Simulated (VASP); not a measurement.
# HfC4 (Pmmm) in VASP: single point with PBE

Aim: the single point of HfC4 with PBE.

All numbers are computed with VASP 6.6.1; they aren't measurements. Logs are shortened: lines on timing, memory, paths and dates and some standing lists are left out, and cuts for length are marked.

### Step 1. The cell of the first run

It takes space group Pmmm (No. 47, orthorhombic). Conventional cell: a = 4.317 Å, b = 4.493 Å, c = 5.040 Å, α = 90.00°, β = 90.00°, γ = 90.00°. Hf (site symmetry mmm) has 12 C at 2.36 to 2.96 Å within 3.1 Å. Within 3.5 Å of Hf (site symmetry mmm) lie 12 C at 2.67 Å and 4 Hf at 3.32 Å. C (site symmetry m) has 3 C at 1.44 to 1.46 Å within 1.9 Å. C (site symmetry 2mm) has 3 C at 1.46 Å within 1.9 Å. C (site symmetry 2mm) has 3 C at 1.44 to 1.45 Å within 1.9 Å.

### Step 2. Single point, PBE

The input, INCAR:

```
ALGO = Normal ; EDIFF = 1E-7
ENCUT = 520 ; GGA = PE
ISIF = 2 ; ISMEAR = 0
LASPH = T ; LCHARG = F
LREAL = F ; LWAVE = F
NBANDS = 37 ; NELM = 80
PREC = Accurate ; SIGMA = 0.1
```

The input, KPOINTS:

```
k-points
0
Gamma
  8 8 6
```

The input, POSCAR:

```
HfC4
1.0
    4.3168576489      0.0000000000      0.0000000000
    0.0000000000      4.4931433742      0.0000000000
    0.0000000000      0.0000000000      5.0400142607
Hf C
2 8
Direct
    0.5000000000      0.0000000000      0.5000000000
    0.0000000000      0.0000000000      0.0000000000
    0.1663229174      0.5000000000      0.7521428161
    0.3305117743      0.5000000000      0.5000000000
    0.1663229174      0.5000000000      0.2478571839
    0.3322890911      0.5000000000      0.0000000000
    0.8336770826      0.5000000000      0.2478571839
    0.6677109089      0.5000000000      0.0000000000
    0.8336770826      0.5000000000      0.7521428161
    0.6694882257      0.5000000000      0.5000000000
```

Potentials or basis: VASP PAW PBE potentials, release 64 (Hf_pv, C).

On the command line:

```bash
$ cat potpaw_PBE.64/Hf_pv/POTCAR potpaw_PBE.64/C/POTCAR > POTCAR
$ mpirun -np 1 vasp_std > vasp.out
```

OUTCAR:

```text
EDIFF = 1E-7
   ENCUT = 520
   GGA = PE
   ISIF = 2
   ISMEAR = 0
   LASPH = T
   LREAL = F
   NELM = 80
   PREC = Accurate

 ion  position               nearest neighbor table
   1  0.500  0.000  0.500-   4 2.36  10 2.36   4 2.36  10 2.36   9 2.96   3 2.96   3 2.96   5 2.96
                             5 2.96   7 2.96   9 2.96   7 2.96   2 3.32   2 3.32   2 3.32   2 3.32
   2  0.000  0.000  0.000-   6 2.67   8 2.67   6 2.67   8 2.67   5 2.67   9 2.67   3 2.67   5 2.67
                             3 2.67   7 2.67   7 2.67   9 2.67   1 3.32   1 3.32   1 3.32   1 3.32
   3  0.166  0.500  0.752-   9 1.44   6 1.44   4 1.46   2 2.67   2 2.67   1 2.96   1 2.96
   4  0.331  0.500  0.500-   3 1.46   5 1.46  10 1.46   1 2.36   1 2.36
   5  0.166  0.500  0.248-   7 1.44   6 1.44   4 1.46   2 2.67   2 2.67   1 2.96   1 2.96
   6  0.332  0.500  0.000-   3 1.44   5 1.44   8 1.45   2 2.67   2 2.67
   7  0.834  0.500  0.248-   5 1.44   8 1.44  10 1.46   2 2.67   2 2.67   1 2.96   1 2.96
   8  0.668  0.500  0.000-   7 1.44   9 1.44   6 1.45   2 2.67   2 2.67
   9  0.834  0.500  0.752-   3 1.44   8 1.44  10 1.46   2 2.67   2 2.67   1 2.96   1 2.96
  10  0.669  0.500  0.500-   7 1.46   9 1.46   4 1.46   1 2.36   1 2.36

  LATTYP: Found a simple orthorhombic cell.
 ALAT       =     4.3168576489
 B/A-ratio  =     1.0408365852
 C/A-ratio  =     1.1675192167

  Lattice vectors:

 A1 = (   4.3168576489,   0.0000000000,   0.0000000000)
 A2 = (   0.0000000000,   4.4931433742,   0.0000000000)
 A3 = (   0.0000000000,   0.0000000000,   5.0400142607)

Analysis of symmetry for initial positions (statically):
=====================================================================
 Subroutine PRICEL returns:
 Original cell was already a primitive cell.

 Routine SETGRP: Setting up the symmetry group for a
 simple orthorhombic supercell.

 Subroutine GETGRP returns: Found  8 space group operations
 (whereof  8 operations were pure point group operations)
 out of a pool of  8 trial point group operations.

The static configuration has the point symmetry D_2h.

Analysis of symmetry for dynamics (positions and initial velocities):
=====================================================================
 Subroutine PRICEL returns:
 Original cell was already a primitive cell.

 Routine SETGRP: Setting up the symmetry group for a
 simple orthorhombic supercell.

 Subroutine GETGRP returns: Found  8 space group operations
 (whereof  8 operations were pure point group operations)
 out of a pool of  8 trial point group operations.

The dynamic configuration has the point symmetry D_2h.

 Subroutine INISYM returns: Found  8 space group operations
 (whereof  8 operations are pure point group operations),
 and found     1 'primitive' translations

----------------------------------------------------------------------------------------

                                     Primitive cell

  volume of cell :      97.7574

  direct lattice vectors                    reciprocal lattice vectors
     4.316857649  0.000000000  0.000000000     0.231649983  0.000000000  0.000000000
     0.000000000  4.493143374  0.000000000     0.000000000  0.222561338  0.000000000
     0.000000000  0.000000000  5.040014261     0.000000000  0.000000000  0.198412137

  length of vectors
     4.316857649  4.493143374  5.040014261     0.231649983  0.222561338  0.198412137

  position of ions in fractional coordinates (direct lattice)
     0.500000000  0.000000000  0.500000000
     0.000000000  0.000000000  0.000000000
     0.166322917  0.500000000  0.752142816
     0.330511774  0.500000000  0.500000000
     0.166322917  0.500000000  0.247857184
     0.332289091  0.500000000  0.000000000
     0.833677083  0.500000000  0.247857184
     0.667710909  0.500000000  0.000000000
     0.833677083  0.500000000  0.752142816
     0.669488226  0.500000000  0.500000000

  ion indices of the primitive-cell ions
   primitive index   ion index
                 1           1
                 2           2
                 3           3
                 4           4
                 5           5
                 6           6
                 7           7
                 8           8
                 9           9
                10          10

----------------------------------------------------------------------------------------

 KPOINTS: k-points

Automatic generation of k-mesh.
 Grid dimensions read from file:
 generate k-points for:    8    8    6

 Generating k-lattice:

  Cartesian coordinates                     Fractional coordinates (reciprocal lattice)
     0.028956248  0.000000000  0.000000000     0.125000000  0.000000000  0.000000000
     0.000000000  0.027820167  0.000000000     0.000000000  0.125000000  0.000000000
     0.000000000  0.000000000  0.033068690     0.000000000  0.000000000  0.166666667

  Length of vectors
     0.028956248  0.027820167  0.033068690

  Shift w.r.t. Gamma in fractional coordinates (k-lattice)
     0.000000000  0.000000000  0.000000000

 Subroutine IBZKPT returns following result:
 ===========================================

 Found    100 irreducible k-points:

 Following reciprocal coordinates:
            Coordinates               Weight
  0.000000  0.000000  0.000000      1.000000
  0.125000  0.000000  0.000000      2.000000
  0.250000  0.000000  0.000000      2.000000
  0.375000  0.000000  0.000000      2.000000
  0.500000  0.000000  0.000000      1.000000
  0.000000  0.125000  0.000000      2.000000
[... 16 lines left out ...]
  0.250000  0.500000  0.000000      2.000000
  0.375000  0.500000  0.000000      2.000000
 [... further k-points ...]
   k-points           NKPTS =    100   k-points in BZ     NKDIM =    100   number of bands    NBANDS=     37
   number of dos      NEDOS =    301   number of ions     NIONS =     10
   total plane-waves  NPLWV =  46080
   dimension x,y,z NGX =    32 NGY =   36 NGZ =   40
   dimension x,y,z NGXF=    64 NGYF=   72 NGZF=   80
   ions per type =               2   8
   NGX,Y,Z   is equivalent  to a cutoff of  12.32, 13.32, 13.19 a.u.
   NGXF,Y,Z  is equivalent  to a cutoff of  24.65, 26.64, 26.39 a.u.
 SYSTEM =  unknown system
   PREC   = accura    normal or accurate (medium, high low for compatibility)
   ISTART =      0    job   : 0-new  1-cont  2-samecut
   ICHARG =      2    charge: 1-file 2-atom 10-const
   ISPIN  =      1    spin polarized calculation?
   LNONCOLLINEAR =      F non collinear calculations
   LSORBIT =      F    spin-orbit coupling
   LASPH  =      T    aspherical Exc in radial PAW
   ENCUT  =  520.0 eV  38.22 Ry    6.18 a.u.   8.03  8.35  9.37*2*pi/ulx,y,z
   NELM   =     80;   NELMIN=  2; NELMDL= -5     # of ELM steps
   EDIFF  = 0.1E-06   stopping-criterion for ELM
   LREAL  =      F    real-space projection
   EDIFFG = 0.1E-05   stopping-criterion for IOM
   NSW    =      0    number of steps for IOM
   IBRION =     -1    ionic relax: 0-MD 1-quasi-New 2-CG
   NFREE  =      0    steps in history (QN), initial steepest desc. (CG)
   ISIF   =      2    stress and relaxation
   ISYM   =      2    0-nonsym 1-usesym 2-fastsym
   POTIM  = 0.5000    time-step for ionic-motion
   TEBEG  =    0.0;   TEEND  =   0.0 temperature during run
   PSTRESS=    0.0 pullay stress
   NELECT =      52.0000    total number of electrons
   NUPDOWN=      -1.0000    fix difference up-down
   EMIN   =  10.00;   EMAX   =-10.00  energy-range for DOS
   EFERMI =   0.00;   METHOD = LEGACY
   ISMEAR =     0;   SIGMA  =   0.10  broadening in eV -4-tet -1-fermi 0-gaus
   EFERMI_NEDOS =   21; number of points for ismear=-14 and -15
   IALGO  =     38    algorithm
   IMIX   =      4    mixing-type and parameters
     AMIX     =   0.40;   BMIX     =  1.00
     AMIX_MAG =   1.60;   BMIX_MAG =  1.00
  volume/ion in A,a.u.               =       9.78        65.97
  Fermi-wavevector in a.u.,A,eV,Ry     =   1.326456  2.506637 23.939236  1.759484
  Thomas-Fermi vector in A             =   2.455841
   LORBIT       =      0    0 simple, 1 ext, 2 COOP (PROOUT), +10 PAW based schemes
   GGA     = PE    functional components
   LHFCALC =     F    Hartree Fock is set to
   AEXX    =    0.0000 exact exchange contribution
   IVDW    =     0    specifies the selected vdW correction
   LEPSILON=     F    determine dielectric tensor
   LRPA    =     F    only Hartree local field effects (RPA)
 non-spin polarized calculation
 Gauss-broadening in eV      SIGMA  =   0.10
  energy-cutoff  :      520.00
  volume of cell :       97.76
 maximum number of plane-waves:      2656
   NGX = 17   NGY = 17   NGZ = 19

 number of electron      52.0000002 magnetization

 Free energy of the ion-electron system (eV)
  ---------------------------------------------------
  ext. energy  EPLUGINS =         0.00000000
  ---------------------------------------------------
  free energy    TOTEN  =       -90.66239951 eV

  energy without entropy =      -90.64693709  energy(sigma->0) =      -90.65466830

 E-fermi :   7.7780     XC(G=0): -11.7677

 val. band max:        7.7748232242   @ k =   0.2500   0.2500   0.5000
 cond. band min:       7.7865524872   @ k =   0.3750   0.5000   0.0000
 fundamental gap:      0.0117292630
 Fermi energy:         7.7780042172

 k-point     1 :       0.0000    0.0000    0.0000
  band No.  band energies     occupation
      1     -24.3339      2.00000
      2     -24.2264      2.00000
      3     -24.1137      2.00000
      4     -23.9978      2.00000
      5     -23.8039      2.00000
      6     -23.7939      2.00000
[... 29 lines left out ...]
     36      12.5549      0.00000
     37      13.4606      0.00000

 k-point     2 :       0.1250    0.0000    0.0000
  band No.  band energies     occupation
      1     -24.3322      2.00000
      2     -24.2276      2.00000
      3     -24.1045      2.00000
      4     -23.9928      2.00000
      5     -23.8137      2.00000
      6     -23.8034      2.00000
[... 872 lines left out ...]
 k-point    24 :       0.3750    0.5000    0.0000
  band No.  band energies     occupation
      1     -24.3657      2.00000
      2     -24.2818      2.00000
      3     -24.0441      2.00000
      4     -23.9481      2.00000
      5     -23.8737      2.00000
      6     -23.8579      2.00000
[... 29 lines left out ...]
     36      12.4312      0.00000
     37      13.0819      0.00000

 [... further k-points ...]

------------------------ aborting loop because EDIFF is reached ----------------------------------------

  FORCE on cell =-STRESS in cart. coord.  units (eV):
  Direction    XX          YY          ZZ          XY          YZ          ZX
  --------------------------------------------------------------------------------------
  -------------------------------------------------------------------------------------
  Total        0.1113058     -0.7470207      0.1028035      0.0000000      0.0000000      0.0000000
  in kB        1.8242254    -12.2431578      1.6848794      0.0000000      0.0000000      0.0000000
  external PRESSURE =      -2.9113510 kB  Pullay stress =       0.0000000 kB

 VOLUME and BASIS-vectors are now :
 -----------------------------------------------------------------------------
  energy-cutoff  :      520.00
  volume of cell :       97.76
      direct lattice vectors                 reciprocal lattice vectors
     4.316857649  0.000000000  0.000000000     0.231649983  0.000000000  0.000000000
     0.000000000  4.493143374  0.000000000     0.000000000  0.222561338  0.000000000
     0.000000000  0.000000000  5.040014261     0.000000000  0.000000000  0.198412137

 POSITION                                       TOTAL-FORCE (eV/Angst)
 -----------------------------------------------------------------------------------
      2.15843      0.00000      2.52001         0.000000      0.000000      0.000000
      0.00000      0.00000      0.00000         0.000000      0.000000      0.000000
      0.71799      2.24657      3.79081         0.005805      0.000000     -0.001795
      1.42677      2.24657      2.52001         0.008396      0.000000      0.000000
      0.71799      2.24657      1.24920         0.005805     -0.000000      0.001795
      1.43444      2.24657      0.00000        -0.003953      0.000000      0.000000
      3.59887      2.24657      1.24920        -0.005805      0.000000      0.001795
      2.88241      2.24657      0.00000         0.003953     -0.000000      0.000000
      3.59887      2.24657      3.79081        -0.005805     -0.000000     -0.001795
      2.89009      2.24657      2.52001        -0.008396     -0.000000      0.000000
 -----------------------------------------------------------------------------------
    total drift:                               -0.000000      0.000000     -0.000000

  FREE ENERGIE OF THE ION-ELECTRON SYSTEM (eV)
  ---------------------------------------------------
  free  energy   TOTEN  =       -90.6623995051 eV

  energy  without entropy=      -90.6469370945  energy(sigma->0) =      -90.65466830
```

It took 6.1 min on 1 thread of Intel Xeon 8259CL, shared host; peak memory 0.37 GiB.

Results:

* Free energy: -90.6624 eV
* Pressure: -0.3 GPa
* Largest force: 0.008 eV/Å
* Band gap on the k mesh: zero (bands 26 and 27 overlap by 1.23 eV)

Forces in eV/Å, atoms in the order of the input:
```
Hf   0.000  0.000  0.000
Hf   0.000  0.000  0.000
C    0.006  0.000 -0.002
C    0.008  0.000  0.000
C    0.006  0.000  0.002
C   -0.004  0.000  0.000
C   -0.006  0.000  0.002
C    0.004  0.000  0.000
C   -0.006  0.000 -0.002
C   -0.008  0.000  0.000
```

Stress tensor (GPa, compression positive):
```
 0.18  0.00  0.00
 0.00 -1.22  0.00
 0.00  0.00  0.17
```

Levels at points of the mesh, in eV from the Fermi level:
| k point | band 23 | band 24 | band 25 | band 26 | band 27 | band 28 | band 29 | band 30 |
| --- | --- | --- | --- | --- | --- | --- | --- | --- |
| (0.00, 0.00, 0.00) | -4.08 | -2.12 | -1.57 | -0.88 | -0.64 | 0.08 | 1.14 | 2.03 |
| (0.50, 0.00, 0.00) | -2.45 | -2.21 | -1.61 | -1.60 | 0.12 | 0.20 | 1.57 | 1.87 |
| (0.00, 0.50, 0.00) | -3.47 | -2.71 | -2.64 | -0.04 | 0.63 | 1.18 | 1.18 | 2.36 |
| (0.50, 0.50, 0.00) | -2.67 | -2.59 | 0.02 | 0.46 | 0.88 | 1.26 | 1.27 | 1.28 |
| (0.00, 0.00, 0.50) | -2.57 | -2.13 | -2.00 | -1.35 | 0.70 | 0.78 | 0.79 | 0.85 |
| (0.50, 0.00, 0.50) | -1.84 | -1.82 | -0.90 | 0.49 | 1.03 | 1.12 | 1.87 | 1.89 |
| (0.00, 0.50, 0.50) | -3.71 | -2.78 | -0.73 | -0.15 | 0.52 | 1.25 | 1.30 | 1.32 |
| (0.50, 0.50, 0.50) | -2.50 | -1.39 | 0.23 | 0.49 | 0.68 | 1.65 | 1.93 | 2.44 |

Caveat: spin-orbit coupling is left out, which moves the levels of the heavy elements.
